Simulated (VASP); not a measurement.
# MgB2 (Fd-3m) in VASP: a series of runs, part 2 of 3

VASP 6.6.1. The steps go on from the part before.

### 5 Single point, PBE

This run uses another cell than the first one, of 9.12 Å³/atom, 1.085 times its volume.

Contents of INCAR:

```
ALGO = Normal ; EDIFF = 1E-6
ENCUT = 600 ; GGA = PE
GGA_COMPAT = F ; ISIF = 2
ISMEAR = -1 ; LASPH = T
LCHARG = F ; LREAL = F
LWAVE = F ; NBANDS = 17
NELM = 120 ; PREC = Accurate
SIGMA = 0.05
```

Contents of KPOINTS:

```
k-points
0
Gamma
  8 8 8
```

Contents of POSCAR:

```
MgB2
1.0
    0.0000000000      3.0134660082      3.0134660082
    3.0134660082      0.0000000000      3.0134660082
    3.0134660082      3.0134660082      0.0000000000
Mg B
2 4
Direct
    0.0000000000      0.0000000000      0.0000000000
    0.2500000000      0.2500000000      0.2500000000
    0.6250000000      0.1250000000      0.6250000000
    0.6250000000      0.6250000000      0.1250000000
    0.1250000000      0.6250000000      0.6250000000
    0.6250000000      0.6250000000      0.6250000000
```

Potentials or basis: VASP PAW PBE potentials, release 64 (Mg, B).

Command:

```
> cat potpaw_PBE.64/Mg/POTCAR potpaw_PBE.64/B/POTCAR > POTCAR
> mpirun -np 1 vasp_std > vasp.out
```

OUTCAR:

```text
EDIFF = 1E-6
   ENCUT = 600
   GGA = PE
   ISIF = 2
   ISMEAR = -1
   LASPH = T
   LREAL = F
   NELM = 120
   PREC = Accurate

 ion  position               nearest neighbor table
   1  0.000  0.000  0.000-   3 2.50   4 2.50   6 2.50   4 2.50   5 2.50   6 2.50   3 2.50   5 2.50
                             6 2.50   3 2.50   4 2.50   5 2.50   2 2.61   2 2.61   2 2.61   2 2.61
   2  0.250  0.250  0.250-   3 2.50   4 2.50   5 2.50   3 2.50   5 2.50   6 2.50   4 2.50   5 2.50
                             6 2.50   3 2.50   4 2.50   6 2.50   1 2.61   1 2.61   1 2.61   1 2.61
   3  0.625  0.125  0.625-   6 2.13   4 2.13   4 2.13   5 2.13   6 2.13   5 2.13   2 2.50   1 2.50
                             2 2.50   2 2.50   1 2.50   1 2.50
   4  0.625  0.625  0.125-   6 2.13   3 2.13   5 2.13   6 2.13   3 2.13   5 2.13   1 2.50   2 2.50
                             1 2.50   2 2.50   1 2.50   2 2.50
   5  0.125  0.625  0.625-   6 2.13   4 2.13   3 2.13   3 2.13   4 2.13   6 2.13   2 2.50   1 2.50
                             1 2.50   2 2.50   2 2.50   1 2.50
   6  0.625  0.625  0.625-   3 2.13   4 2.13   5 2.13   4 2.13   3 2.13   5 2.13   1 2.50   2 2.50
                             1 2.50   2 2.50   1 2.50   2 2.50

  LATTYP: Found a face centered cubic cell.
 ALAT       =     6.0269320164

  Lattice vectors:

 A1 = (   0.0000000000,   3.0134660082,   3.0134660082)
 A2 = (   3.0134660082,   0.0000000000,   3.0134660082)
 A3 = (   3.0134660082,   3.0134660082,   0.0000000000)

Analysis of symmetry for initial positions (statically):
=====================================================================
 Subroutine PRICEL returns:
 Original cell was already a primitive cell.

 Routine SETGRP: Setting up the symmetry group for a
 face centered cubic supercell.

 Subroutine GETGRP returns: Found 48 space group operations
 (whereof 24 operations were pure point group operations)
 out of a pool of 48 trial point group operations.

The static configuration has the point symmetry T_d .
 The point group associated with its full space group is O_h .

Analysis of symmetry for dynamics (positions and initial velocities):
=====================================================================
 Subroutine PRICEL returns:
 Original cell was already a primitive cell.

 Routine SETGRP: Setting up the symmetry group for a
 face centered cubic supercell.

 Subroutine GETGRP returns: Found 48 space group operations
 (whereof 24 operations were pure point group operations)
 out of a pool of 48 trial point group operations.

The dynamic configuration has the point symmetry T_d .
 The point group associated with its full space group is O_h .

 Subroutine INISYM returns: Found 48 space group operations
 (whereof 24 operations are pure point group operations),
 and found     1 'primitive' translations

----------------------------------------------------------------------------------------

                                     Primitive cell

  volume of cell :      54.7304

  direct lattice vectors                    reciprocal lattice vectors
     0.000000000  3.013466008  3.013466008    -0.165921898  0.165921898  0.165921898
     3.013466008  0.000000000  3.013466008     0.165921898 -0.165921898  0.165921898
     3.013466008  3.013466008  0.000000000     0.165921898  0.165921898 -0.165921898

  length of vectors
     4.261684499  4.261684499  4.261684499     0.287385158  0.287385158  0.287385158

  position of ions in fractional coordinates (direct lattice)
     0.000000000  0.000000000  0.000000000
     0.250000000  0.250000000  0.250000000
[... 68 lines left out ...]
   number of dos      NEDOS =    301   number of ions     NIONS =      6
   total plane-waves  NPLWV =  46656
   dimension x,y,z NGX =    36 NGY =   36 NGZ =   36
   dimension x,y,z NGXF=    72 NGYF=   72 NGZF=   72
   ions per type =               2   4
   NGX,Y,Z   is equivalent  to a cutoff of  14.04, 14.04, 14.04 a.u.
   NGXF,Y,Z  is equivalent  to a cutoff of  28.09, 28.09, 28.09 a.u.
 SYSTEM =  unknown system
   PREC   = accura    normal or accurate (medium, high low for compatibility)
   ISTART =      0    job   : 0-new  1-cont  2-samecut
   ICHARG =      2    charge: 1-file 2-atom 10-const
   ISPIN  =      1    spin polarized calculation?
   LNONCOLLINEAR =      F non collinear calculations
   LSORBIT =      F    spin-orbit coupling
   LASPH  =      T    aspherical Exc in radial PAW
   ENCUT  =  600.0 eV  44.10 Ry    6.64 a.u.   8.51  8.51  8.51*2*pi/ulx,y,z
   NELM   =    120;   NELMIN=  2; NELMDL= -5     # of ELM steps
   EDIFF  = 0.1E-05   stopping-criterion for ELM
   LREAL  =      F    real-space projection
   EDIFFG = 0.1E-04   stopping-criterion for IOM
   NSW    =      0    number of steps for IOM
   IBRION =     -1    ionic relax: 0-MD 1-quasi-New 2-CG
   NFREE  =      0    steps in history (QN), initial steepest desc. (CG)
   ISIF   =      2    stress and relaxation
   ISYM   =      2    0-nonsym 1-usesym 2-fastsym
   POTIM  = 0.5000    time-step for ionic-motion
   TEBEG  =    0.0;   TEEND  =   0.0 temperature during run
   PSTRESS=    0.0 pullay stress
   NELECT =      16.0000    total number of electrons
   NUPDOWN=      -1.0000    fix difference up-down
   EMIN   =  10.00;   EMAX   =-10.00  energy-range for DOS
   EFERMI =   0.00;   METHOD = LEGACY
   ISMEAR =    -1;   SIGMA  =   0.05  broadening in eV -4-tet -1-fermi 0-gaus
   EFERMI_NEDOS =   21; number of points for ismear=-14 and -15
   IALGO  =     38    algorithm
   IMIX   =      4    mixing-type and parameters
     AMIX     =   0.40;   BMIX     =  1.00
     AMIX_MAG =   1.60;   BMIX_MAG =  1.00
  volume/ion in A,a.u.               =       9.12        61.56
  Fermi-wavevector in a.u.,A,eV,Ry     =   1.086522  2.053229 16.062087  1.180530
  Thomas-Fermi vector in A             =   2.222661
   LORBIT       =      0    0 simple, 1 ext, 2 COOP (PROOUT), +10 PAW based schemes
   GGA     = PE    functional components
   LHFCALC =     F    Hartree Fock is set to
   AEXX    =    0.0000 exact exchange contribution
   IVDW    =     0    specifies the selected vdW correction
   LEPSILON=     F    determine dielectric tensor
   LRPA    =     F    only Hartree local field effects (RPA)
 non-spin polarized calculation
  energy-cutoff  :      600.00
  volume of cell :       54.73
 maximum number of plane-waves:      1850
 NGX is ok and might be reduce to    36
   NGX = 17   NGY = 17   NGZ = 17

 number of electron      16.0000000 magnetization

 Free energy of the ion-electron system (eV)
  ---------------------------------------------------
  ext. energy  EPLUGINS =         0.00000000
  ---------------------------------------------------
  free energy    TOTEN  =       -25.32647029 eV

  energy without entropy =      -25.31399876  energy(sigma->0) =      -25.32023453

 E-fermi :   6.8351     XC(G=0): -11.3512

 val. band max:        6.8201675719   @ k =   0.2500   0.1250   0.0000
 cond. band min:       6.8371716390   @ k =   0.2500   0.2500   0.0000
 fundamental gap:      0.0170040671
 Fermi energy:         6.8350502319

 k-point     1 :       0.0000    0.0000    0.0000
  band No.  band energies     occupation
      1      -7.0873      2.00000
      2       0.1025      2.00000
      3       2.3169      2.00000
      4       2.3169      2.00000
      5       2.3169      2.00000
      6       4.2926      2.00000
[... 457 lines left out ...]
      4       0.4906      2.00000
      5       2.4489      2.00000
      6       3.6823      2.00000
[... 9 lines left out ...]
     16      14.9259      0.00000
     17      15.2716      0.00000

 [... further k-points ...]

------------------------ aborting loop because EDIFF is reached ----------------------------------------

  FORCE on cell =-STRESS in cart. coord.  units (eV):
  Direction    XX          YY          ZZ          XY          YZ          ZX
  --------------------------------------------------------------------------------------
  -------------------------------------------------------------------------------------
  Total       -0.9295269     -0.9295269     -0.9295269      0.0000000      0.0000000      0.0000000
  in kB      -27.2109468    -27.2109468    -27.2109468      0.0000000      0.0000000      0.0000000
  external PRESSURE =     -27.2109468 kB  Pullay stress =       0.0000000 kB

 VOLUME and BASIS-vectors are now :
 -----------------------------------------------------------------------------
  energy-cutoff  :      600.00
  volume of cell :       54.73
      direct lattice vectors                 reciprocal lattice vectors
     0.000000000  3.013466008  3.013466008    -0.165921898  0.165921898  0.165921898
     3.013466008  0.000000000  3.013466008     0.165921898 -0.165921898  0.165921898
     3.013466008  3.013466008  0.000000000     0.165921898  0.165921898 -0.165921898

 POSITION                                       TOTAL-FORCE (eV/Angst)
 -----------------------------------------------------------------------------------
      0.00000      0.00000      0.00000         0.000000      0.000000      0.000000
      1.50673      1.50673      1.50673        -0.000000     -0.000000     -0.000000
      2.26010      3.76683      2.26010         0.000000     -0.000000     -0.000000
      2.26010      2.26010      3.76683         0.000000     -0.000000     -0.000000
      3.76683      2.26010      2.26010         0.000000     -0.000000     -0.000000
      3.76683      3.76683      3.76683         0.000000     -0.000000     -0.000000
 -----------------------------------------------------------------------------------
    total drift:                                0.000000      0.000000      0.000000

  FREE ENERGIE OF THE ION-ELECTRON SYSTEM (eV)
  ---------------------------------------------------
  free  energy   TOTEN  =       -25.3264702926 eV

  energy  without entropy=      -25.3139987630  energy(sigma->0) =      -25.32023453
```

stdout:

```text
POSCAR found type information on POSCAR MgB
 POSCAR found :  2 types and       6 ions
 scaLAPACK will be used
 LDA part: xc-table for (Slater+PW92), standard interpolation
 POSCAR, INCAR and KPOINTS ok, starting setup
 FFT: planning ... GRIDC
 FFT: planning ... GRID_SOFT
 FFT: planning ... GRID
 WAVECAR not read
 entering main loop
```

Run time: 60 s. Hardware: 1 thread of Intel Xeon 8259CL, shared host; peak memory 0.21 GiB.

Results:

- Free energy: -25.3265 eV
- Pressure: -2.7 GPa
- Band gap on the k mesh: zero (band 8 reaches 8.66 eV, above the bottom of band 9 at 5.01 eV)

[end of part 2 of 3]
